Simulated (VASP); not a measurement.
# SrTiO3 (P4/mmm) in VASP: further runs, part 2 of 2

VASP 6.6.1.

## Step 4: Single point, PBEsol (zz strain of -1 %)

Input file INCAR:

```
ALGO = Normal ; EDIFF = 1E-7
ENCUT = 520 ; GGA = PS
ISIF = 2 ; ISMEAR = -1
LASPH = T ; LCHARG = F
LREAL = F ; LWAVE = F
NBANDS = 28 ; NELM = 60
PREC = Accurate ; SIGMA = 0.05
```

Input file KPOINTS:

```
k-points
0
Gamma
  7 7 7
```

Input file POSCAR:

```
SrTiO3
1.0
    3.9050000000      0.0000000000      0.0000000000
    0.0000000000      3.9050000000      0.0000000000
    0.0000000000      0.0000000000      3.8659500000
Sr Ti O
1 1 3
Direct
    0.0000000000      0.0000000000      0.0000000000
    0.5000000000      0.5000000000      0.5000000000
    0.0000000000      0.5000000000      0.5000000000
    0.5000000000      0.0000000000      0.5000000000
    0.5000000000      0.5000000000      0.0000000000
```

Potentials or basis: VASP PAW PBE potentials, release 64 (Sr_sv, Ti_sv, O).

The run is started by

```bash
cat potpaw_PBE.64/Sr_sv/POTCAR potpaw_PBE.64/Ti_sv/POTCAR potpaw_PBE.64/O/POTCAR > POTCAR
mpirun -np 1 vasp_std > vasp.out
```

OUTCAR:

```text
EDIFF = 1E-7
   ENCUT = 520
   GGA = PS
   ISIF = 2
   ISMEAR = -1
   LASPH = T
   LREAL = F
   NELM = 60
   PREC = Accurate

 ion  position               nearest neighbor table
   1  0.000  0.000  0.000-   3 2.75   4 2.75   3 2.75   4 2.75   3 2.75   3 2.75   4 2.75   4 2.75
                             5 2.76   5 2.76   5 2.76   5 2.76   2 3.37   2 3.37   2 3.37   2 3.37
   2  0.500  0.500  0.500-   5 1.93   5 1.93   3 1.95   4 1.95   4 1.95   3 1.95   1 3.37   1 3.37
                             1 3.37   1 3.37   1 3.37   1 3.37   1 3.37   1 3.37
   3  0.000  0.500  0.500-   2 1.95   2 1.95   1 2.75   1 2.75   1 2.75   1 2.75
   4  0.500  0.000  0.500-   2 1.95   2 1.95   1 2.75   1 2.75   1 2.75   1 2.75
   5  0.500  0.500  0.000-   2 1.93   2 1.93   1 2.76   1 2.76   1 2.76   1 2.76

  LATTYP: Found a simple tetragonal cell.
 ALAT       =     3.9050000000
 C/A-ratio  =     0.9900000000

  Lattice vectors:

 A1 = (   3.9050000000,   0.0000000000,   0.0000000000)
 A2 = (   0.0000000000,   3.9050000000,   0.0000000000)
 A3 = (   0.0000000000,   0.0000000000,   3.8659500000)

Analysis of symmetry for initial positions (statically):
=====================================================================
 Subroutine PRICEL returns:
 Original cell was already a primitive cell.

 Routine SETGRP: Setting up the symmetry group for a
 simple tetragonal supercell.

 Subroutine GETGRP returns: Found 16 space group operations
 (whereof 16 operations were pure point group operations)
 out of a pool of 16 trial point group operations.

The static configuration has the point symmetry D_4h.

Analysis of symmetry for dynamics (positions and initial velocities):
=====================================================================
 Subroutine PRICEL returns:
 Original cell was already a primitive cell.

 Routine SETGRP: Setting up the symmetry group for a
 simple tetragonal supercell.

[... 128 lines left out ...]
   IMIX   =      4    mixing-type and parameters
     AMIX     =   0.40;   BMIX     =  1.00
     AMIX_MAG =   1.60;   BMIX_MAG =  1.00
  volume/ion in A,a.u.               =      11.79        79.57
  Fermi-wavevector in a.u.,A,eV,Ry     =   1.438562  2.718489 28.156739  2.069462
  Thomas-Fermi vector in A             =   2.557515
   LORBIT       =      0    0 simple, 1 ext, 2 COOP (PROOUT), +10 PAW based schemes
   GGA     = PS    functional components
   LHFCALC =     F    Hartree Fock is set to
   AEXX    =    0.0000 exact exchange contribution
   IVDW    =     0    specifies the selected vdW correction
   LEPSILON=     F    determine dielectric tensor
   LRPA    =     F    only Hartree local field effects (RPA)
 non-spin polarized calculation
  energy-cutoff  :      520.00
  volume of cell :       58.95
 maximum number of plane-waves:      1600
 NGX is ok and might be reduce to    30
   NGX = 15   NGY = 15   NGZ = 15

 number of electron      40.0000011 magnetization

 Free energy of the ion-electron system (eV)
  ---------------------------------------------------
  ext. energy  EPLUGINS =         0.00000000
  ---------------------------------------------------
  free energy    TOTEN  =       -42.01268249 eV

  energy without entropy =      -42.01268249  energy(sigma->0) =      -42.01268249

 E-fermi :   5.0147     XC(G=0): -11.5934

 val. band max:        4.0420435387   @ k =   0.4286   0.4286   0.4286
 cond. band min:       5.9150620766   @ k =   0.0000   0.0000   0.0000
 fundamental gap:      1.8730185379
 Fermi energy:         5.0146991831

 k-point     1 :       0.0000    0.0000    0.0000
  band No.  band energies     occupation
      1     -52.0505      2.00000
      2     -28.5067      2.00000
      3     -28.4264      2.00000
      4     -28.4160      2.00000
      5     -28.4160      2.00000
      6     -13.2899      2.00000
[... 733 lines left out ...]
     27      12.4628      0.00000
     28      12.6471      0.00000

 [... further k-points ...]

------------------------ aborting loop because EDIFF is reached ----------------------------------------

  FORCE on cell =-STRESS in cart. coord.  units (eV):
  Direction    XX          YY          ZZ          XY          YZ          ZX
  --------------------------------------------------------------------------------------
  -------------------------------------------------------------------------------------
  Total       -0.0952396     -0.0952396      0.8396940      0.0000000      0.0000000      0.0000000
  in kB       -2.5883908     -2.5883908     22.8209297      0.0000000      0.0000000      0.0000000
  external PRESSURE =       5.8813827 kB  Pullay stress =       0.0000000 kB

 VOLUME and BASIS-vectors are now :
 -----------------------------------------------------------------------------
  energy-cutoff  :      520.00
  volume of cell :       58.95
      direct lattice vectors                 reciprocal lattice vectors
     3.905000000  0.000000000  0.000000000     0.256081946  0.000000000  0.000000000
     0.000000000  3.905000000  0.000000000     0.000000000  0.256081946  0.000000000
     0.000000000  0.000000000  3.865950000     0.000000000  0.000000000  0.258668633

 POSITION                                       TOTAL-FORCE (eV/Angst)
 -----------------------------------------------------------------------------------
      0.00000      0.00000      0.00000         0.000000      0.000000      0.000000
      1.95250      1.95250      1.93298         0.000000      0.000000      0.000000
      0.00000      1.95250      1.93298         0.000000      0.000000      0.000000
      1.95250      0.00000      1.93298         0.000000      0.000000      0.000000
      1.95250      1.95250      0.00000         0.000000      0.000000      0.000000
 -----------------------------------------------------------------------------------
    total drift:                                0.000000      0.000000     -0.000000

  FREE ENERGIE OF THE ION-ELECTRON SYSTEM (eV)
  ---------------------------------------------------
  free  energy   TOTEN  =       -42.0126824946 eV

  energy  without entropy=      -42.0126824936  energy(sigma->0) =      -42.01268249
```

Wall time 45 s (1 thread of Intel Xeon Platinum 8488C (Sapphire Rapids), shared host); peak memory 0.21 GiB.

Results:

- Free energy: -42.0127 eV
- Pressure: 0.6 GPa
- Band gap on the k mesh: 1.87 eV (least direct gap 2.15 eV)

Stress tensor (GPa, compression positive):
```
-0.26  0.00  0.00
 0.00 -0.26  0.00
 0.00  0.00  2.28
```

Levels at points of the mesh, in eV from the valence-band top:
| k point | band 18 | band 19 | band 20 | band 21 | band 22 | band 23 |
| --- | --- | --- | --- | --- | --- | --- |
| (0.00, 0.00, 0.00) | -0.29 | -0.29 | -0.28 | 1.87 | 1.89 | 1.89 |

Caveat: the cell differs from its parent crystal (zz strain of -1 %); the PAW data sets were made with another functional, which shifts forces and pressure a little. A k mesh can miss the band edges.

## Step 5: Single point, PBEsol (zz strain of +1 %)

Input file INCAR:

```
SYSTEM = SrTiO3
  PREC = Accurate
  ENCUT = 520
  EDIFF = 1E-7
  ISMEAR = -1
  SIGMA = 0.05
  LREAL = .FALSE.
  LASPH = .TRUE.
  NELM = 100
  ALGO = Normal
  ISIF = 2
  LWAVE = .FALSE.
  LCHARG = .TRUE.
  GGA = PS
  LELF = .TRUE.
  LVHAR = .TRUE.
  NBANDS = 28
```

Input file KPOINTS:

```
regular mesh
0
G
  7 7 7
  0 0 0
```

Edit POSCAR of step 4 so:

```diff
@@ -4,3 +4,3 @@
     0.0000000000      3.9050000000      0.0000000000
-    0.0000000000      0.0000000000      3.8659500000
+    0.0000000000      0.0000000000      3.9440500000
 Sr Ti O
```

The run is started by

```bash
cat potpaw_PBE.64/Sr_sv/POTCAR potpaw_PBE.64/Ti_sv/POTCAR potpaw_PBE.64/O/POTCAR > POTCAR
mpirun -np 1 vasp_std > vasp.out
```

It took 47 s on 1 thread of Intel Xeon Platinum 8488C (Sapphire Rapids), shared host; peak memory 0.21 GiB.

The run converged. Its results:

| Item | Value |
| --- | --- |
| Free energy | -42.0051 eV |
| Pressure | -3.0 GPa |
| Band gap on the k mesh | 1.84 eV (least direct gap 2.14 eV) |

Stress tensor (GPa, compression positive):
```
-2.26  0.00  0.00
 0.00 -2.26  0.00
 0.00  0.00 -4.49
```

Levels at points of the mesh, in eV from the valence-band top:
```tsv
k point	band 18	band 19	band 20	band 21	band 22	band 23
(0.00, 0.00, 0.00)	-0.31	-0.30	-0.30	1.84	1.84	1.86
```

Caveat: the cell differs from its parent crystal (zz strain of +1 %); the cell stands under tension; the PAW data sets were made with another functional, which shifts forces and pressure a little. A k mesh can miss the band edges.

## Step 6: Summary

```tsv
cell	gap on the mesh (eV)	pressure (GPa)
a = 3.905, b = 3.905, c = 3.788 Å, 5 atoms	1.88	4.8
a = 3.905, b = 3.905, c = 3.827 Å, 5 atoms	1.88	2.6
a = 3.905, b = 3.905, c = 3.866 Å, 5 atoms	1.87	0.6
a = 3.905, b = 3.905, c = 3.944 Å, 5 atoms	1.84	-3.0
```

Alike in all rows: task single point; level PBEsol; potentials or basis VASP PAW PBE potentials, release 64 (Sr_sv, Ti_sv, O); no spin polarisation; k mesh 7 × 7 × 7; cutoff (eV) 520; smearing fermi-dirac 0.05 eV.

Caveats: the PAW data sets were made with another functional, which shifts forces and pressure a little; the stress differs along the axes, from 2 to 11 GPa (at least some runs); the stress differs along the axes, from 1 to 6 GPa (at least some runs); the cell stands under tension (at least some runs).

Total energies depend on the potentials used, so only differences within one code and one set of settings carry meaning.
